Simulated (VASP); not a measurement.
Sc, 2 atoms in the cell. It takes space group P6_3/mmc (No. 194, hexagonal). The conventional cell has a = 3.327 Å, b = 3.327 Å, c = 5.166 Å, α = 90.00°, β = 90.00°, γ = 120.00°. Within 4.2 Å of Sc (site symmetry -6m2) lie 12 Sc at 3.22 to 3.33 Å. 

```yaml
Program: VASP 6.6.1
Task: single point
Functional: PBEsol
Potentials_or_basis: VASP PAW PBE potentials, release 64 (Sc_sv)
Cutoff: 520 eV
k_mesh: 6 × 6 × 4
Occupations: gaussian, width 0.1 eV
Spin: no spin polarisation
Dipole_correction: no
Further_INCAR_settings: ALGO = Fast; EDIFF = 1e-07; NBANDS = 18
```

Potentials or basis: VASP PAW PBE potentials, release 64 (Sc_sv).

The run is started by

```console
$ cat potpaw_PBE.64/Sc_sv/POTCAR > POTCAR
$ mpirun -np 1 vasp_std > vasp.out
```

Hardware: 1 thread of Intel(R) Xeon(R) Platinum 8259CL CPU @ 2.50GHz (Skylake/Cascade Lake), on a shared host.

Task: Estimate the wall time of this run.

Result: It took 46 s on 1 thread of Intel(R) Xeon(R) Platinum 8259CL CPU @ 2.50GHz (Skylake/Cascade Lake), on a shared host, peak memory 0.17 GiB. Counts: scf iterations 21, k points 21.
